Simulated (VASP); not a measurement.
## Sr: single point with PBE

Sr:

```
Sr
1.0
     4.00696    0.00000    0.00000
    -2.00348    3.47013    0.00000
     0.00000    0.00000   14.47981
Sr
4
Cartesian
  0.0000 0.0000 0.0000
  0.0000 2.3134 3.6200
  0.0000 0.0000 7.2399
  2.0035 1.1567 10.8599
```

This cell differs from its parent crystal: biaxial strain in the a-b plane: -6.0 %.

* Program: VASP 6.6.1
* Task: single point
* Functional: PBE
* Potentials or basis: VASP PAW PBE potentials, release 64 (Sr_sv)
* Cutoff: 520 eV
* k mesh: 12 × 12 × 4
* Occupations: gaussian, width 0.1 eV
* Spin: no spin polarisation
* Dipole correction: no
* Further INCAR settings: ALGO = Fast; EDIFF = 1e-06; NBANDS = 28

```yaml
Pressure: 1.3 GPa
Band_gap_on_the_k_mesh: zero (bands 20 and 21 overlap by 0.45 eV)
```

Stress tensor (GPa, compression positive):
```
 2.26  0.00  0.00
 0.00  2.26  0.00
 0.00  0.00 -0.55
```

Levels at points of the mesh, in eV from the Fermi level:
```
           k point  band 16  band 17  band 18  band 19  band 20  band 21  band 22  band 23  band 24  band 25
(0.00, 0.00, 0.00)   -18.31    -3.75    -2.89    -2.88    -1.45    -0.17     0.97     0.97     1.87     2.48
(0.50, 0.00, 0.00)   -18.34    -1.02    -0.83    -0.65    -0.56     0.15     0.19     0.31     0.47     1.24
(0.00, 0.00, 0.50)   -18.31    -3.52    -3.52    -2.02    -2.02     0.28     0.28     1.59     1.59     2.53
(0.50, 0.00, 0.50)   -18.35    -0.92    -0.92    -0.63    -0.63     0.19     0.19     0.40     0.40     1.20
```

It took 3.9 min on 1 thread of Intel(R) Xeon(R) 6975P-C (Granite Rapids), with other jobs on the host, peak memory 0.44 GiB.

Caveat: the cell differs from its parent crystal (biaxial strain in the a-b plane: -6.0 %).
